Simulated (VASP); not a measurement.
# Cu (C2/m) in VASP: notebook

The runs below take Cu through single point, with PBE.

Everything below comes from runs of VASP 6.6.1. Logs are shortened: lines on timing, memory, paths and dates and some standing lists are left out, and cuts for length are marked.

## 1. The cell of the first run

Symmetry: C2/m, No. 12, monoclinic system. Conventional cell: a = 4.447 Å, b = 2.567 Å, c = 4.192 Å, α = 90.00°, β = 90.00°, γ = 90.00°. Cu (site symmetry m) has 12 Cu at 2.26 to 2.98 Å within 3.0 Å.

## 2. Single point, PBE (atoms displaced along a vibrational mode)

The input, INCAR:

```
PREC = Accurate
ENCUT = 520
EDIFF = 1E-6
ISMEAR = 0
SIGMA = 0.15
LREAL = False
LASPH = True
NELM = 80
ALGO = Fast
ISIF = 2
LWAVE = False
LCHARG = False
GGA = PE
NBANDS = 18
```

The input, KPOINTS:

```
regular mesh
0
Gamma
  21 21 10
```

The input, POSCAR:

```
Cu
1.0
    2.5672412656      0.0000000000      0.0000000000
   -1.2836206328      2.2232961536      0.0000000000
    0.0000000000      0.0000000000      4.1920560930
Cu
2
Direct
    0.2991498532      0.5982997063      0.2149336753
    0.7008501468      0.4017002937      0.7850663247
```

Potentials or basis: VASP PAW PBE potentials, release 64 (Cu).

Launch:

```bash
> cat potpaw_PBE.64/Cu/POTCAR > POTCAR
> mpirun -np 1 vasp_std > vasp.out
```

OUTCAR:

```text
PREC = Accurate
   ENCUT = 520
   EDIFF = 1E-6
   ISMEAR = 0
   LREAL = False
   LASPH = True
   NELM = 80
   ISIF = 2
   GGA = PE

 ion  position               nearest neighbor table
   1  0.299  0.598  0.215-   2 2.26   2 2.26   2 2.54   2 2.75   2 2.75
   2  0.701  0.402  0.785-   1 2.26   1 2.26   1 2.54   1 2.75   1 2.75

  LATTYP: Found a hexagonal cell.
 ALAT       =     2.5672412656
 C/A-ratio  =     1.6329030501

  Lattice vectors:

 A1 = (   2.5672412656,   0.0000000000,   0.0000000000)
 A2 = (  -1.2836206328,   2.2232961536,   0.0000000000)
 A3 = (   0.0000000000,   0.0000000000,   4.1920560930)

Analysis of symmetry for initial positions (statically):
=====================================================================
 Subroutine PRICEL returns:
 Original cell was already a primitive cell.

 Routine SETGRP: Setting up the symmetry group for a
 hexagonal supercell.

 Subroutine GETGRP returns: Found  4 space group operations
 (whereof  4 operations were pure point group operations)
 out of a pool of 24 trial point group operations.

The static configuration has the point symmetry C_2h.

Analysis of symmetry for dynamics (positions and initial velocities):
=====================================================================
 Subroutine PRICEL returns:
 Original cell was already a primitive cell.

 Routine SETGRP: Setting up the symmetry group for a
 hexagonal supercell.

 Subroutine GETGRP returns: Found  4 space group operations
 (whereof  4 operations were pure point group operations)
 out of a pool of 24 trial point group operations.

The dynamic configuration has the point symmetry C_2h.

 Subroutine INISYM returns: Found  4 space group operations
 (whereof  4 operations are pure point group operations),
 and found     1 'primitive' translations

----------------------------------------------------------------------------------------

                                     Primitive cell

  volume of cell :      23.9272

  direct lattice vectors                    reciprocal lattice vectors
     2.567241266  0.000000000  0.000000000     0.389523187  0.224891317  0.000000000
    -1.283620633  2.223296154  0.000000000     0.000000000  0.449782634  0.000000000
     0.000000000  0.000000000  4.192056093     0.000000000  0.000000000  0.238546426

  length of vectors
     2.567241266  2.567241266  4.192056093     0.449782634  0.449782634  0.238546426

  position of ions in fractional coordinates (direct lattice)
     0.299149853  0.598299706  0.214933675
     0.700850147  0.401700294  0.785066325

  ion indices of the primitive-cell ions
   primitive index   ion index
                 1           1
                 2           2

----------------------------------------------------------------------------------------

 KPOINTS: regular mesh

Automatic generation of k-mesh.
 Grid dimensions read from file:
 generate k-points for:   21   21   10

 Generating k-lattice:

  Cartesian coordinates                     Fractional coordinates (reciprocal lattice)
     0.018548723  0.010709110  0.000000000     0.047619048  0.000000000  0.000000000
     0.000000000  0.021418221  0.000000000     0.000000000  0.047619048  0.000000000
     0.000000000  0.000000000  0.023854643     0.000000000  0.000000000  0.100000000

  Length of vectors
     0.021418221  0.021418221  0.023854643

  Shift w.r.t. Gamma in fractional coordinates (k-lattice)
     0.000000000  0.000000000  0.000000000

 Subroutine IBZKPT returns following result:
 ===========================================

 Found   1166 irreducible k-points:

 Following reciprocal coordinates:
            Coordinates               Weight
  0.000000  0.000000  0.000000      1.000000
  0.047619  0.000000  0.000000      4.000000
  0.000000  0.047619  0.000000      2.000000
  0.095238  0.000000  0.000000      4.000000
  0.000000  0.095238  0.000000      2.000000
  0.142857  0.000000  0.000000      4.000000
[... 16 lines left out ...]
 -0.095238  0.047619  0.000000      2.000000
  0.095238  0.047619  0.000000      4.000000
 [... further k-points ...]
   k-points           NKPTS =   1166   k-points in BZ     NKDIM =   1166   number of bands    NBANDS=     18
   number of dos      NEDOS =    301   number of ions     NIONS =      2
   total plane-waves  NPLWV =  12800
   dimension x,y,z NGX =    20 NGY =   20 NGZ =   32
   dimension x,y,z NGXF=    40 NGYF=   40 NGZF=   64
   ions per type =               2
   NGX,Y,Z   is equivalent  to a cutoff of  12.95, 12.95, 12.69 a.u.
   NGXF,Y,Z  is equivalent  to a cutoff of  25.90, 25.90, 25.38 a.u.
 SYSTEM =  unknown system
   PREC   = accura    normal or accurate (medium, high low for compatibility)
   ISTART =      0    job   : 0-new  1-cont  2-samecut
   ICHARG =      2    charge: 1-file 2-atom 10-const
   ISPIN  =      1    spin polarized calculation?
   LNONCOLLINEAR =      F non collinear calculations
   LSORBIT =      F    spin-orbit coupling
   LASPH  =      T    aspherical Exc in radial PAW
   ENCUT  =  520.0 eV  38.22 Ry    6.18 a.u.   4.77  4.77  7.79*2*pi/ulx,y,z
   NELM   =     80;   NELMIN=  2; NELMDL= -5     # of ELM steps
   EDIFF  = 0.1E-05   stopping-criterion for ELM
   LREAL  =      F    real-space projection
   EDIFFG = 0.1E-04   stopping-criterion for IOM
   NSW    =      0    number of steps for IOM
   IBRION =     -1    ionic relax: 0-MD 1-quasi-New 2-CG
   NFREE  =      0    steps in history (QN), initial steepest desc. (CG)
   ISIF   =      2    stress and relaxation
   ISYM   =      2    0-nonsym 1-usesym 2-fastsym
   POTIM  = 0.5000    time-step for ionic-motion
   TEBEG  =    0.0;   TEEND  =   0.0 temperature during run
   PSTRESS=    0.0 pullay stress
   NELECT =      22.0000    total number of electrons
   NUPDOWN=      -1.0000    fix difference up-down
   EMIN   =  10.00;   EMAX   =-10.00  energy-range for DOS
   EFERMI =   0.00;   METHOD = LEGACY
   ISMEAR =     0;   SIGMA  =   0.15  broadening in eV -4-tet -1-fermi 0-gaus
   EFERMI_NEDOS =   21; number of points for ismear=-14 and -15
   IALGO  =     68    algorithm
   IMIX   =      4    mixing-type and parameters
     AMIX     =   0.40;   BMIX     =  1.00
     AMIX_MAG =   1.60;   BMIX_MAG =  1.00
  volume/ion in A,a.u.               =      11.96        80.73
  Fermi-wavevector in a.u.,A,eV,Ry     =   1.591911  3.008275 34.479607  2.534180
  Thomas-Fermi vector in A             =   2.690378
   LORBIT       =      0    0 simple, 1 ext, 2 COOP (PROOUT), +10 PAW based schemes
   GGA     = PE    functional components
   LHFCALC =     F    Hartree Fock is set to
   AEXX    =    0.0000 exact exchange contribution
   IVDW    =     0    specifies the selected vdW correction
   LEPSILON=     F    determine dielectric tensor
   LRPA    =     F    only Hartree local field effects (RPA)
 non-spin polarized calculation
 RMM-DIIS sequential band-by-band and
 Gauss-broadening in eV      SIGMA  =   0.15
  energy-cutoff  :      520.00
  volume of cell :       23.93
 maximum number of plane-waves:       664
   NGX =  9   NGY =  9   NGZ = 15

 number of electron      21.9999996 magnetization

 Free energy of the ion-electron system (eV)
  ---------------------------------------------------
  ext. energy  EPLUGINS =         0.00000000
  ---------------------------------------------------
  free energy    TOTEN  =        -7.04510414 eV

  energy without entropy =       -7.03751216  energy(sigma->0) =       -7.04130815

 E-fermi :   7.4825     XC(G=0): -12.6010

 val. band max:        7.4809309267   @ k =  -0.2381  -0.4762   0.1000
 cond. band min:       7.4829152428   @ k =   0.2857   0.0000   0.3000
 fundamental gap:      0.0019843161
 Fermi energy:         7.4824921015

 k-point     1 :       0.0000    0.0000    0.0000
  band No.  band energies     occupation
      1      -1.8878      2.00000
      2       2.2511      2.00000
      3       4.0954      2.00000
      4       4.2880      2.00000
      5       4.3149      2.00000
      6       4.4630      2.00000
[... 10 lines left out ...]
     17      30.5587      0.00000
     18      31.1871      0.00000

 k-point     2 :       0.0476    0.0000    0.0000
  band No.  band energies     occupation
      1      -1.8150      2.00000
      2       2.2943      2.00000
      3       4.0923      2.00000
      4       4.2730      2.00000
      5       4.3091      2.00000
      6       4.4747      2.00000
[... 10 lines left out ...]
     17      31.1066      0.00000
     18      31.9890      0.00000

 k-point     3 :       0.0000    0.0476    0.0000
  band No.  band energies     occupation
      1      -1.8157      2.00000
      2       2.2882      2.00000
      3       4.0761      2.00000
      4       4.2940      2.00000
      5       4.3345      2.00000
      6       4.4478      2.00000
[... 10 lines left out ...]
     17      31.7865      0.00000
     18      32.0067      0.00000

 k-point     4 :       0.0952    0.0000    0.0000
  band No.  band energies     occupation
      1      -1.5981      2.00000
      2       2.4192      2.00000
      3       4.0617      2.00000
      4       4.2203      2.00000
      5       4.3066      2.00000
      6       4.5238      2.00000
[... 375 lines left out ...]
      4       4.2629      2.00000
      5       4.3471      2.00000
      6       4.4716      2.00000
[... 10 lines left out ...]
     17      31.5737      0.00000
     18      32.1523      0.00000

 k-point    23 :      -0.0952    0.0476    0.0000
  band No.  band energies     occupation
      1      -1.6695      2.00000
      2       2.3839      2.00000
      3       4.0885      2.00000
      4       4.2525      2.00000
      5       4.2717      2.00000
      6       4.5132      2.00000
[... 10 lines left out ...]
     17      30.5483      0.00000
     18      32.0371      0.00000

 k-point    24 :       0.0952    0.0476    0.0000
  band No.  band energies     occupation
      1      -1.3859      2.00000
      2       2.5189      2.00000
      3       3.9810      2.00000
      4       4.1799      2.00000
      5       4.3423      2.00000
      6       4.5478      2.00000
[... 10 lines left out ...]
     17      31.1367      0.00000
     18      31.6576      0.00000

 [... further k-points ...]

------------------------ aborting loop because EDIFF is reached ----------------------------------------

  FORCE on cell =-STRESS in cart. coord.  units (eV):
  Direction    XX          YY          ZZ          XY          YZ          ZX
  --------------------------------------------------------------------------------------
  -------------------------------------------------------------------------------------
  Total        1.8087597     -0.0012614      2.6741844      0.0000000      0.5866972      0.0000000
  in kB      121.1156764     -0.0844635    179.0650575      0.0000000     39.2856134      0.0000000
  external PRESSURE =     100.0320901 kB  Pullay stress =       0.0000000 kB

 VOLUME and BASIS-vectors are now :
 -----------------------------------------------------------------------------
  energy-cutoff  :      520.00
  volume of cell :       23.93
      direct lattice vectors                 reciprocal lattice vectors
     2.567241266  0.000000000  0.000000000     0.389523187  0.224891317  0.000000000
    -1.283620633  2.223296154  0.000000000     0.000000000  0.449782634  0.000000000
     0.000000000  0.000000000  4.192056093     0.000000000  0.000000000  0.238546426

 POSITION                                       TOTAL-FORCE (eV/Angst)
 -----------------------------------------------------------------------------------
      0.00000      1.33020      0.90101         0.000000      0.388051      2.612563
      1.28362      0.89310      3.29104         0.000000     -0.388051     -2.612563
 -----------------------------------------------------------------------------------
    total drift:                               -0.000000      0.000000      0.000000

  FREE ENERGIE OF THE ION-ELECTRON SYSTEM (eV)
  ---------------------------------------------------
  free  energy   TOTEN  =        -7.0451041351 eV

  energy  without entropy=       -7.0375121620  energy(sigma->0) =       -7.04130815
```

Run time: 12 min. Hardware: 1 thread of Intel Xeon 8259CL, shared host; peak memory 0.49 GiB.

Results:

```
Free energy            : -7.0451 eV
Pressure               : 10.0 GPa
Largest force          : 2.641 eV/Å
Band gap on the k mesh : zero (bands 11 and 12 overlap by 5.70 eV)
```

Forces on the atoms (eV/Å):
```
Cu   0.000  0.388  2.613
Cu   0.000 -0.388 -2.613
```

Stress tensor (GPa, compression positive):
```
12.11  0.00  0.00
 0.00 -0.01  3.93
 0.00  3.93 17.91
```

Caveat: the cell differs from its parent crystal (atoms displaced along a vibrational mode); the cell stands under pressure; forces of over 1 eV/Å act on the atoms, so gaps and moduli don't describe the material at rest.

## 3. Single point, PBE (atoms displaced along a vibrational mode)

The input, INCAR:

```
ALGO     = Fast           # electronic algorithm
EDIFF    = 1E-6           # SCF threshold, eV
ENCUT    = 520            # plane-wave cutoff, eV
GGA      = PE             # functional
ISIF     = 2              # what is computed and relaxed
ISMEAR   = 0              # smearing method
LASPH    = True           # aspherical terms in the spheres
LCHARG   = False          # write CHGCAR
LREAL    = False          # projectors in reciprocal space
LWAVE    = False          # write WAVECAR
NBANDS   = 18             # bands
NELM     = 60             # most SCF steps
PREC     = Accurate       # precision mode
SIGMA    = 0.15           # smearing width, eV
```

The input, KPOINTS:

```
k-points
0
Gamma
  21 21 10
```

The input, POSCAR:

```
Cu
1.0
    2.5672412656      0.0000000000      0.0000000000
   -1.2836206328      2.2232961536      0.0000000000
    0.0000000000      0.0000000000      4.1920560930
Cu
2
Direct
    0.3675168135      0.7350336270      0.2324668377
    0.6324831865      0.2649663730      0.7675331623
```

Potentials or basis: VASP PAW PBE potentials, release 64 (Cu).

Launch:

```bash
> cat potpaw_PBE.64/Cu/POTCAR > POTCAR
> mpirun -np 1 vasp_std > vasp.out
```

It took 9.9 min on 1 thread of Intel Xeon 8259CL, shared host; peak memory 0.49 GiB.

Results (log left out):

```yaml
Free_energy: -7.2771 eV
Pressure: 4.1 GPa
Largest_force: 1.412 eV/Å
Band_gap_on_the_k_mesh: zero (bands 11 and 12 overlap by 5.87 eV)
```

Forces in eV/Å, atoms in the order of the input:
```
Cu   0.000 -0.642  1.257
Cu   0.000  0.642 -1.257
```

Stress tensor (GPa, compression positive):
```
-1.82  0.00  0.00
 0.00  4.44 -4.22
 0.00 -4.22  9.67
```

Levels at points of the mesh, in eV from the Fermi level:
| k point | band 8 | band 9 | band 10 | band 11 | band 12 | band 13 | band 14 | band 15 |
| --- | --- | --- | --- | --- | --- | --- | --- | --- |
| (0.00, 0.00, 0.00) | -2.58 | -2.13 | -2.02 | -1.57 | -0.89 | 3.63 | 20.57 | 22.21 |
| (0.00, 0.00, 0.50) | -2.79 | -2.18 | -1.91 | -1.88 | -1.85 | 11.48 | 13.22 | 21.86 |

Caveat: the cell differs from its parent crystal (atoms displaced along a vibrational mode); the cell stands under pressure; forces of over 1 eV/Å act on the atoms, so gaps and moduli don't describe the material at rest.

[end of part 1 of 2]
